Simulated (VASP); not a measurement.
# MgBe (P4/nmm) in VASP: single point with PBE

Aim: the single point of MgBe with PBE.

Everything below comes from runs of VASP 6.6.1. Logs are shortened: lines on timing, memory, paths and dates and some standing lists are left out, and cuts for length are marked.

### Step 1. The cell of the first run

It takes space group P4/nmm (No. 129, tetragonal). Conventional cell: a = 3.511 Å, b = 3.511 Å, c = 4.436 Å, α = 90.00°, β = 90.00°, γ = 90.00°. Within 2.7 Å of Mg (site symmetry 4mm) lie 4 Be at 2.04 Å. Be (site symmetry -4m2) has 4 Mg at 2.04 Å and 4 Be at 2.48 Å within 2.7 Å.

### Step 2. Single point, PBE

INCAR

```
SYSTEM = MgBe
ALGO     = Normal         ! electronic algorithm
EDIFF    = 1E-6           ! SCF threshold, eV
ENCUT    = 600            ! plane-wave cutoff, eV
GGA      = PE             ! functional
GGA_COMPAT= .False.      
ISIF     = 2              ! what is computed and relaxed
ISMEAR   = 0              ! smearing method
LASPH    = .True.         ! aspherical terms in the spheres
LCHARG   = .False.        ! write CHGCAR
LREAL    = .False.        ! projectors in reciprocal space
LWAVE    = .False.        ! write WAVECAR
NBANDS   = 12             ! bands
NELM     = 120            ! most SCF steps
PREC     = Accurate       ! precision mode
SIGMA    = 0.1            ! smearing width, eV
```

KPOINTS

```
k-points
0
Gamma
  6 6 4
  0 0 0
```

POSCAR

```
MgBe
1.0
    3.5105476408      0.0000000000      0.0000000000
    0.0000000000      3.5105476408      0.0000000000
    0.0000000000      0.0000000000      4.4358822092
Mg Be
2 2
Direct
    0.0000000000      0.5000000000      0.2351000000
    0.5000000000      0.0000000000      0.7649000000
    0.0000000000      0.0000000000      0.0000000000
    0.5000000000      0.5000000000      0.0000000000
```

Potentials or basis: VASP PAW PBE potentials, release 64 (Mg, Be).

On the command line:

```
cat potpaw_PBE.64/Mg/POTCAR potpaw_PBE.64/Be/POTCAR > POTCAR
mpirun -np 1 vasp_std > vasp.out
```

OUTCAR:

```text
SYSTEM = MgBe
   EDIFF = 1E-6
   ENCUT = 600
   GGA = PE
   ISIF = 2
   ISMEAR = 0
   LASPH = .True.
   LREAL = .False.
   NELM = 120
   PREC = Accurate

 ion  position               nearest neighbor table
   1  0.000  0.500  0.235-   3 2.04   4 2.04   3 2.04   4 2.04   2 3.24   2 3.24   2 3.24   2 3.24
                             2 3.42   2 3.42   2 3.42   2 3.42
   2  0.500  0.000  0.765-   3 2.04   4 2.04   4 2.04   3 2.04   1 3.24   1 3.24   1 3.24   1 3.24
                             1 3.42   1 3.42   1 3.42   1 3.42
   3  0.000  0.000  0.000-   1 2.04   2 2.04   1 2.04   2 2.04
   4  0.500  0.500  0.000-   1 2.04   2 2.04   2 2.04   1 2.04

  LATTYP: Found a simple tetragonal cell.
 ALAT       =     3.5105476408
 C/A-ratio  =     1.2635869565

  Lattice vectors:

 A1 = (   3.5105476408,   0.0000000000,   0.0000000000)
 A2 = (   0.0000000000,   3.5105476408,   0.0000000000)
 A3 = (   0.0000000000,   0.0000000000,   4.4358822092)

Analysis of symmetry for initial positions (statically):
=====================================================================
 Subroutine PRICEL returns:
 Original cell was already a primitive cell.

 Routine SETGRP: Setting up the symmetry group for a
 simple tetragonal supercell.

 Subroutine GETGRP returns: Found 16 space group operations
 (whereof  8 operations were pure point group operations)
 out of a pool of 16 trial point group operations.

The static configuration has the point symmetry D_2d.
 The point group associated with its full space group is D_4h.

Analysis of symmetry for dynamics (positions and initial velocities):
=====================================================================
 Subroutine PRICEL returns:
 Original cell was already a primitive cell.

 Routine SETGRP: Setting up the symmetry group for a
 simple tetragonal supercell.

 Subroutine GETGRP returns: Found 16 space group operations
 (whereof  8 operations were pure point group operations)
 out of a pool of 16 trial point group operations.

The dynamic configuration has the point symmetry D_2d.
 The point group associated with its full space group is D_4h.

 Subroutine INISYM returns: Found 16 space group operations
 (whereof  8 operations are pure point group operations),
 and found     1 'primitive' translations

----------------------------------------------------------------------------------------

                                     Primitive cell

  volume of cell :      54.6676

  direct lattice vectors                    reciprocal lattice vectors
[... 98 lines left out ...]
   ISYM   =      2    0-nonsym 1-usesym 2-fastsym
   POTIM  = 0.5000    time-step for ionic-motion
   TEBEG  =    0.0;   TEEND  =   0.0 temperature during run
   PSTRESS=    0.0 pullay stress
   NELECT =       8.0000    total number of electrons
   NUPDOWN=      -1.0000    fix difference up-down
   EMIN   =  10.00;   EMAX   =-10.00  energy-range for DOS
   EFERMI =   0.00;   METHOD = LEGACY
   ISMEAR =     0;   SIGMA  =   0.10  broadening in eV -4-tet -1-fermi 0-gaus
   EFERMI_NEDOS =   21; number of points for ismear=-14 and -15
   IALGO  =     38    algorithm
   IMIX   =      4    mixing-type and parameters
     AMIX     =   0.40;   BMIX     =  1.00
     AMIX_MAG =   1.60;   BMIX_MAG =  1.00
  volume/ion in A,a.u.               =      13.67        92.23
  Fermi-wavevector in a.u.,A,eV,Ry     =   0.862704  1.630273 10.126237  0.744257
  Thomas-Fermi vector in A             =   1.980545
   LORBIT       =      0    0 simple, 1 ext, 2 COOP (PROOUT), +10 PAW based schemes
   GGA     = PE    functional components
   LHFCALC =     F    Hartree Fock is set to
   AEXX    =    0.0000 exact exchange contribution
   IVDW    =     0    specifies the selected vdW correction
   LEPSILON=     F    determine dielectric tensor
   LRPA    =     F    only Hartree local field effects (RPA)
 non-spin polarized calculation
 Gauss-broadening in eV      SIGMA  =   0.10
  energy-cutoff  :      600.00
  volume of cell :       54.67
 maximum number of plane-waves:      1852
   NGX = 15   NGY = 15   NGZ = 17

 number of electron       8.0000000 magnetization

 Free energy of the ion-electron system (eV)
  ---------------------------------------------------
  ext. energy  EPLUGINS =         0.00000000
  ---------------------------------------------------
  free energy    TOTEN  =        -2.98569384 eV

  energy without entropy =       -2.97169493  energy(sigma->0) =       -2.97869439

 E-fermi :   3.7773     XC(G=0):  -9.3207

 val. band max:        3.7657539224   @ k =   0.1667   0.0000   0.0000
 cond. band min:       3.7980635408   @ k =   0.3333   0.3333   0.5000
 fundamental gap:      0.0323096184
 Fermi energy:         3.7773303467

 k-point     1 :       0.0000    0.0000    0.0000
  band No.  band energies     occupation
      1      -4.5527      2.00000
      2       1.8513      2.00000
      3       3.3136      2.00000
      4       3.3136      2.00000
      5       3.5076      1.99986
      6       6.8293      0.00000
      7       8.7319      0.00000
      8       9.6201      0.00000
      9      12.6699      0.00000
     10      12.6699      0.00000
     11      12.8894      0.00000
     12      12.8894      0.00000
[... 331 lines left out ...]
 k-point    24 :       0.5000    0.0000    0.5000
  band No.  band energies     occupation
      1      -1.3378      2.00000
      2      -1.3378      2.00000
      3       1.3788      2.00000
      4       1.3788      2.00000
      5       6.2125      0.00000
      6       6.2125      0.00000
      7       9.9111      0.00000
      8       9.9111      0.00000
      9      10.7651      0.00000
     10      10.7651      0.00000
     11      13.0131      0.00000
     12      13.0131      0.00000

 [... further k-points ...]
[... 5 lines left out ...]
  --------------------------------------------------------------------------------------
  -------------------------------------------------------------------------------------
  Total       15.5266195     15.5266195     10.0066345      0.0000000      0.0000000      0.0000000
  in kB      455.0485609    455.0485609    293.2708330      0.0000000      0.0000000      0.0000000
  external PRESSURE =     401.1226516 kB  Pullay stress =       0.0000000 kB

 VOLUME and BASIS-vectors are now :
 -----------------------------------------------------------------------------
  energy-cutoff  :      600.00
  volume of cell :       54.67
      direct lattice vectors                 reciprocal lattice vectors
     3.510547641  0.000000000  0.000000000     0.284855841  0.000000000  0.000000000
     0.000000000  3.510547641  0.000000000     0.000000000  0.284855841  0.000000000
     0.000000000  0.000000000  4.435882209     0.000000000  0.000000000  0.225434300

 POSITION                                       TOTAL-FORCE (eV/Angst)
 -----------------------------------------------------------------------------------
      0.00000      1.75527      1.04288        -0.000000      0.000000      6.155255
      1.75527      0.00000      3.39301         0.000000      0.000000     -6.155255
      0.00000      0.00000      0.00000         0.000000      0.000000     -0.000000
      1.75527      1.75527      0.00000        -0.000000     -0.000000     -0.000000
 -----------------------------------------------------------------------------------
    total drift:                               -0.000000      0.000000     -0.000000

  FREE ENERGIE OF THE ION-ELECTRON SYSTEM (eV)
  ---------------------------------------------------
  free  energy   TOTEN  =        -2.9856938369 eV

  energy  without entropy=       -2.9716949340  energy(sigma->0) =       -2.97869439
```

It took 28 s on 1 thread of AMD EPYC 7R43 (Zen 3), shared host; peak memory 0.15 GiB.

What came out:

| Item | Value |
| --- | --- |
| Free energy | -2.9857 eV |
| Pressure | 40.1 GPa |
| Largest force | 6.155 eV/Å |
| Band gap on the k mesh | zero (band 4 reaches 4.52 eV, above the bottom of band 5 at 2.93 eV) |

Forces on the atoms (eV/Å):
```
Mg   0.000  0.000  6.155
Mg   0.000  0.000 -6.155
Be   0.000  0.000  0.000
Be   0.000  0.000  0.000
```

Caveat: forces of over 1 eV/Å act on the atoms, so gaps and moduli don't describe the material at rest.
